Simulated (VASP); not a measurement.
# WSe4 (I-43m) in VASP: relaxation of cell and atoms with PBE

Aim: the relaxation of cell and atoms of WSe4 with PBE.

All numbers are computed with VASP 6.6.1; they aren't measurements. Logs are shortened: lines on timing, memory, paths and dates and some standing lists are left out, and cuts for length are marked.

### 1 The cell of the first run

It takes space group I-43m (No. 217, cubic). Conventional cell: a = 7.044 Å, b = 7.044 Å, c = 7.044 Å, α = 90.00°, β = 90.00°, γ = 90.00°. W (site symmetry -43m) has 4 Se at 2.33 Å within 3.1 Å. Se (site symmetry 3m) has 1 W at 2.33 Å within 3.1 Å.

The cell was built from a structure type or drawn by symmetry, and may not be a known phase.

### 2 Relaxation of cell and atoms, PBE

Input file INCAR:

```
PREC     = Accurate       # precision mode
ENCUT    = 600            # plane-wave cutoff, eV
EDIFF    = 1E-7           # SCF threshold, eV
ISMEAR   = 0              # smearing method
SIGMA    = 0.1            # smearing width, eV
LREAL    = F              # projectors in reciprocal space
LASPH    = T              # aspherical terms in the spheres
NELM     = 100            # most SCF steps
ALGO     = Normal         # electronic algorithm
ISIF     = 3              # what is computed and relaxed
LWAVE    = F              # write WAVECAR
LCHARG   = F              # write CHGCAR
GGA      = PE             # functional
IBRION   = 2              # ionic algorithm
NSW      = 100            # ionic steps
EDIFFG   = -0.01          # ionic threshold
```

Input file KPOINTS:

```
Automatic mesh
0
Gamma
  8 8 8
```

Input file POSCAR:

```
WSe4
1.0
   -3.5218621097      3.5218621097      3.5218621097
    3.5218621097     -3.5218621097      3.5218621097
    3.5218621097      3.5218621097     -3.5218621097
W Se
1 4
Direct
    0.0000000000      0.0000000000      0.0000000000
    0.0000000000      0.6182296900      0.0000000000
    0.3817703100      0.3817703100      0.3817703100
    0.0000000000      0.0000000000      0.6182296900
    0.6182296900      0.0000000000      0.0000000000
```

Potentials or basis: VASP PAW PBE potentials, release 64 (W_sv, Se).

Started as:

```bash
cat potpaw_PBE.64/W_sv/POTCAR potpaw_PBE.64/Se/POTCAR > POTCAR
mpirun -np 1 vasp_std > vasp.out
```

OUTCAR:

```text
PREC = Accurate
   ENCUT = 600
   EDIFF = 1E-7
   ISMEAR = 0
   LREAL = F
   LASPH = T
   NELM = 100
   ISIF = 3
   GGA = PE
   IBRION = 2
   NSW = 100
   EDIFFG = -0.01

 ion  position               nearest neighbor table
   1  0.000  0.000  0.000-   2 2.33   3 2.33   4 2.33   5 2.33
   2  0.000  0.618  0.000-   1 2.33
   3  0.382  0.382  0.382-   1 2.33
   4  0.000  0.000  0.618-   1 2.33
   5  0.618  0.000  0.000-   1 2.33

  LATTYP: Found a body centered cubic cell.
 ALAT       =     7.0437242194

  Lattice vectors:

 A1 = (  -3.5218621097,   3.5218621097,   3.5218621097)
 A2 = (   3.5218621097,  -3.5218621097,   3.5218621097)
 A3 = (   3.5218621097,   3.5218621097,  -3.5218621097)

Analysis of symmetry for initial positions (statically):
=====================================================================
 Subroutine PRICEL returns:
 Original cell was already a primitive cell.

 Routine SETGRP: Setting up the symmetry group for a
 body centered cubic supercell.

 Subroutine GETGRP returns: Found 24 space group operations
 (whereof 24 operations were pure point group operations)
 out of a pool of 48 trial point group operations.

The static configuration has the point symmetry T_d .

Analysis of symmetry for dynamics (positions and initial velocities):
=====================================================================
 Subroutine PRICEL returns:
 Original cell was already a primitive cell.

 Routine SETGRP: Setting up the symmetry group for a
 body centered cubic supercell.

 Subroutine GETGRP returns: Found 24 space group operations
 (whereof 24 operations were pure point group operations)
 out of a pool of 48 trial point group operations.

The dynamic configuration has the point symmetry T_d .

 Subroutine INISYM returns: Found 24 space group operations
 (whereof 24 operations are pure point group operations),
 and found     1 'primitive' translations

----------------------------------------------------------------------------------------

                                     Primitive cell

  volume of cell :     174.7338

  direct lattice vectors                    reciprocal lattice vectors
    -3.521862110  3.521862110  3.521862110     0.000000000  0.141970351  0.141970351
     3.521862110 -3.521862110  3.521862110     0.141970351  0.000000000  0.141970351
     3.521862110  3.521862110 -3.521862110     0.141970351  0.141970351  0.000000000

  length of vectors
     6.100044111  6.100044111  6.100044111     0.200776396  0.200776396  0.200776396

  position of ions in fractional coordinates (direct lattice)
     0.000000000  0.000000000  0.000000000
     0.000000000  0.618229690  0.000000000
     0.381770310  0.381770310  0.381770310
     0.000000000  0.000000000  0.618229690
     0.618229690  0.000000000  0.000000000

  ion indices of the primitive-cell ions
   primitive index   ion index
                 1           1
                 2           2
                 3           3
                 4           4
                 5           5

----------------------------------------------------------------------------------------

 KPOINTS: Automatic mesh

Automatic generation of k-mesh.
 Grid dimensions read from file:
 generate k-points for:    8    8    8

 Generating k-lattice:

  Cartesian coordinates                     Fractional coordinates (reciprocal lattice)
     0.000000000  0.017746294  0.017746294     0.125000000  0.000000000  0.000000000
     0.017746294  0.000000000  0.017746294     0.000000000  0.125000000  0.000000000
     0.017746294  0.017746294  0.000000000     0.000000000  0.000000000  0.125000000

  Length of vectors
     0.025097049  0.025097049  0.025097049

  Shift w.r.t. Gamma in fractional coordinates (k-lattice)
     0.000000000  0.000000000  0.000000000

 Subroutine IBZKPT returns following result:
 ===========================================

 Found     29 irreducible k-points:

 Following reciprocal coordinates:
            Coordinates               Weight
  0.000000  0.000000  0.000000      1.000000
  0.125000  0.000000  0.000000     12.000000
  0.250000  0.000000  0.000000     12.000000
  0.375000  0.000000  0.000000     12.000000
  0.500000  0.000000  0.000000      6.000000
  0.125000  0.125000  0.000000     24.000000
[... 16 lines left out ...]
 -0.250000  0.250000  0.250000      6.000000
 -0.375000  0.375000  0.250000     24.000000
 [... further k-points ...]
   k-points           NKPTS =     29   k-points in BZ     NKDIM =     29   number of bands    NBANDS=     23
   number of dos      NEDOS =    301   number of ions     NIONS =      5
   total plane-waves  NPLWV = 125000
   dimension x,y,z NGX =    50 NGY =   50 NGZ =   50
   dimension x,y,z NGXF=   100 NGYF=  100 NGZF=  100
   ions per type =               1   4
   NGX,Y,Z   is equivalent  to a cutoff of  13.63, 13.63, 13.63 a.u.
   NGXF,Y,Z  is equivalent  to a cutoff of  27.25, 27.25, 27.25 a.u.
 SYSTEM =  unknown system
   PREC   = accura    normal or accurate (medium, high low for compatibility)
   ISTART =      0    job   : 0-new  1-cont  2-samecut
   ICHARG =      2    charge: 1-file 2-atom 10-const
   ISPIN  =      1    spin polarized calculation?
   LNONCOLLINEAR =      F non collinear calculations
   LSORBIT =      F    spin-orbit coupling
   LASPH  =      T    aspherical Exc in radial PAW
   ENCUT  =  600.0 eV  44.10 Ry    6.64 a.u.  12.18 12.18 12.18*2*pi/ulx,y,z
   NELM   =    100;   NELMIN=  2; NELMDL= -5     # of ELM steps
   EDIFF  = 0.1E-06   stopping-criterion for ELM
   LREAL  =      F    real-space projection
   EDIFFG = -.1E-01   stopping-criterion for IOM
   NSW    =    100    number of steps for IOM
   IBRION =      2    ionic relax: 0-MD 1-quasi-New 2-CG
   NFREE  =      1    steps in history (QN), initial steepest desc. (CG)
   ISIF   =      3    stress and relaxation
   ISYM   =      2    0-nonsym 1-usesym 2-fastsym
   POTIM  = 0.5000    time-step for ionic-motion
   TEBEG  =    0.0;   TEEND  =   0.0 temperature during run
   PSTRESS=    0.0 pullay stress
   NELECT =      38.0000    total number of electrons
   NUPDOWN=      -1.0000    fix difference up-down
   EMIN   =  10.00;   EMAX   =-10.00  energy-range for DOS
   EFERMI =   0.00;   METHOD = LEGACY
   ISMEAR =     0;   SIGMA  =   0.10  broadening in eV -4-tet -1-fermi 0-gaus
   EFERMI_NEDOS =   21; number of points for ismear=-14 and -15
   IALGO  =     38    algorithm
   IMIX   =      4    mixing-type and parameters
     AMIX     =   0.40;   BMIX     =  1.00
     AMIX_MAG =   1.60;   BMIX_MAG =  1.00
  volume/ion in A,a.u.               =      34.95       235.83
  Fermi-wavevector in a.u.,A,eV,Ry     =   0.984488  1.860412 13.186988  0.969216
  Thomas-Fermi vector in A             =   2.115724
   LORBIT       =      0    0 simple, 1 ext, 2 COOP (PROOUT), +10 PAW based schemes
   GGA     = PE    functional components
   LHFCALC =     F    Hartree Fock is set to
   AEXX    =    0.0000 exact exchange contribution
   IVDW    =     0    specifies the selected vdW correction
   LEPSILON=     F    determine dielectric tensor
   LRPA    =     F    only Hartree local field effects (RPA)
 conjugate gradient relaxation of ions
 non-spin polarized calculation
 Gauss-broadening in eV      SIGMA  =   0.10
  energy-cutoff  :      600.00
  volume of cell :      174.73
 maximum number of plane-waves:      5858
 NGX is ok and might be reduce to    50
   NGX = 25   NGY = 25   NGZ = 25

--------------------------------------- Ionic step        1  -------------------------------------------

 number of electron      38.0000001 magnetization

 Free energy of the ion-electron system (eV)
  ---------------------------------------------------
  ext. energy  EPLUGINS =         0.00000000
  ---------------------------------------------------
  free energy    TOTEN  =       -26.10631937 eV

  energy without entropy =      -26.08398842  energy(sigma->0) =      -26.09515390

------------------------ aborting loop because EDIFF is reached ----------------------------------------

  FORCE on cell =-STRESS in cart. coord.  units (eV):
  Direction    XX          YY          ZZ          XY          YZ          ZX
  --------------------------------------------------------------------------------------
  -------------------------------------------------------------------------------------
  Total        0.2862938      0.2862938      0.2862938      0.0000000      0.0000000      0.0000000
  in kB        2.6250976      2.6250976      2.6250976      0.0000000      0.0000000      0.0000000
  external PRESSURE =       2.6250976 kB  Pullay stress =       0.0000000 kB

 VOLUME and BASIS-vectors are now :
 -----------------------------------------------------------------------------
  energy-cutoff  :      600.00
  volume of cell :      174.73
      direct lattice vectors                 reciprocal lattice vectors
    -3.521862110  3.521862110  3.521862110     0.000000000  0.141970351  0.141970351
     3.521862110 -3.521862110  3.521862110     0.141970351  0.000000000  0.141970351
     3.521862110  3.521862110 -3.521862110     0.141970351  0.141970351  0.000000000
[... 40 lines left out ...]
 POSITION                                       TOTAL-FORCE (eV/Angst)
 -----------------------------------------------------------------------------------
     -3.53159      3.53159      3.53159        -0.000000     -0.000000     -0.000000
      2.18084     -2.18084      2.18084         0.072734     -0.072734      0.072734
      1.35075      1.35075      1.35075        -0.072734     -0.072734     -0.072734
      2.18084      2.18084     -2.18084         0.072734      0.072734     -0.072734
     -2.18084      2.18084      2.18084        -0.072734      0.072734      0.072734
 -----------------------------------------------------------------------------------
    total drift:                                0.000002      0.000002      0.000004

  FREE ENERGIE OF THE ION-ELECTRON SYSTEM (eV)
  ---------------------------------------------------
  free  energy   TOTEN  =       -26.1052236339 eV

  energy  without entropy=      -26.0827006523  energy(sigma->0) =      -26.09396214

--------------------------------------- Ionic step        3  -------------------------------------------

 number of electron      38.0000000 magnetization

 Free energy of the ion-electron system (eV)
  ---------------------------------------------------
  ext. energy  EPLUGINS =         0.00000000
  ---------------------------------------------------
  free energy    TOTEN  =       -26.10706907 eV

  energy without entropy =      -26.08466405  energy(sigma->0) =      -26.09586656

 E-fermi :   0.2903     XC(G=0):  -7.8571

 val. band max:        0.2751330501   @ k =   0.2500   0.1250   0.1250
 cond. band min:       0.3005879233   @ k =  -0.3750  -0.3750   0.1250
 fundamental gap:      0.0254548732
 Fermi energy:         0.2902582523

 k-point     1 :       0.0000    0.0000    0.0000
  band No.  band energies     occupation
      1     -73.5141      2.00000
      2     -37.7619      2.00000
      3     -37.7619      2.00000
      4     -37.7619      2.00000
      5     -12.2242      2.00000
      6     -11.1477      2.00000
[... 15 lines left out ...]
     22       3.3641      0.00000
     23       3.4059      0.00000
[... 575 lines left out ...]
      1     -73.5141      2.00000
      2     -37.7620      2.00000
      3     -37.7620      2.00000
      4     -37.7620      2.00000
      5     -11.7931      2.00000
      6     -11.3543      2.00000
[... 15 lines left out ...]
     22       2.4970      0.00000
     23       3.5438      0.00000

 [... further k-points ...]

------------------------ aborting loop because EDIFF is reached ----------------------------------------

  FORCE on cell =-STRESS in cart. coord.  units (eV):
  Direction    XX          YY          ZZ          XY          YZ          ZX
  --------------------------------------------------------------------------------------
  -------------------------------------------------------------------------------------
  Total       -0.0052664     -0.0052664     -0.0052664      0.0000000     -0.0000000      0.0000000
  in kB       -0.0481344     -0.0481344     -0.0481344      0.0000000     -0.0000000      0.0000000
  external PRESSURE =      -0.0481344 kB  Pullay stress =       0.0000000 kB

 VOLUME and BASIS-vectors are now :
 -----------------------------------------------------------------------------
  energy-cutoff  :      600.00
  volume of cell :      175.29
      direct lattice vectors                 reciprocal lattice vectors
    -3.525626962  3.525626962  3.525626962     0.000000000  0.141818748  0.141818748
     3.525626962 -3.525626962  3.525626962     0.141818748  0.000000000  0.141818748
     3.525626962  3.525626962 -3.525626962     0.141818748  0.141818748  0.000000000

 POSITION                                       TOTAL-FORCE (eV/Angst)
 -----------------------------------------------------------------------------------
      0.00000     -0.00000      0.00000         0.000000     -0.000000     -0.000000
      2.17868     -2.17868      2.17868        -0.002644      0.002644     -0.002644
      1.34695      1.34695      1.34695         0.002644      0.002644      0.002644
      2.17868      2.17868     -2.17868        -0.002644     -0.002644      0.002644
     -2.17868      2.17868      2.17868         0.002644     -0.002644     -0.002644
 -----------------------------------------------------------------------------------
    total drift:                                0.000002      0.000002      0.000003

  FREE ENERGIE OF THE ION-ELECTRON SYSTEM (eV)
  ---------------------------------------------------
  free  energy   TOTEN  =       -26.1070690672 eV

  energy  without entropy=      -26.0846640471  energy(sigma->0) =      -26.09586656

 reached required accuracy - stopping structural energy minimisation
```

Wall time 4.4 min (1 thread of Intel Xeon Platinum 8488C (Sapphire Rapids), shared host); peak memory 0.44 GiB.

Results:

* Free energy: -26.1071 eV
* Relaxed volume: 35.06 Å³/atom
* Relaxed cell: a = 6.107 Å, b = 6.107 Å, c = 6.107 Å, α = 109.47°, β = 109.47°, γ = 109.47°
* Space group after relaxing (to 0.1 Å): I-43m (No. 217)
* Energy gained by relaxing: 0.1 meV/atom
* Ionic steps: 3
* Pressure after relaxing: 0.0 GPa
* Largest force after relaxing: 0.005 eV/Å
* Band gap on the k mesh: zero (bands 19 and 20 overlap by 2.00 eV)

Forces in eV/Å, atoms in the order of the input:
```
W    0.000  0.000  0.000
Se  -0.003  0.003 -0.003
Se   0.003  0.003  0.003
Se  -0.003 -0.003  0.003
Se   0.003 -0.003 -0.003
```

Step by step:
| step | energy change (eV) | largest force (eV/Å) | pressure (GPa) | volume (Å³) |
| --- | --- | --- | --- | --- |
| 1 | 0.0000 | 0.0892 | 0.26 | 174.73 |
| 2 | 0.0011 | 0.1260 | -0.42 | 176.19 |
| 3 | -0.0007 | 0.0046 | 0.00 | 175.29 |

Final structure:
```xyz
5
Lattice="-3.5256 3.5256 3.5256 3.5256 -3.5256 3.5256 3.5256 3.5256 -3.5256" Properties=species:S:1:pos:R:3 pbc="T T T"
W     0.0000    0.0000    0.0000
Se    2.1787   -2.1787    2.1787
Se    1.3469    1.3469    1.3469
Se    2.1787    2.1787   -2.1787
Se   -2.1787    2.1787    2.1787
```

Levels at points of the mesh, in eV from the Fermi level:
```tsv
k point	band 17	band 18	band 19	band 20	band 21	band 22
(0.00, 0.00, 0.00)	-1.49	-1.25	-1.25	-1.25	3.07	3.07
(0.50, 0.00, 0.00)	-0.74	-0.70	-0.20	0.37	2.11	2.31
(0.50, 0.50, 0.50)	-0.38	0.75	0.75	0.75	1.63	1.63
```

Caveat: spin-orbit coupling is left out, which moves the levels of the heavy elements.
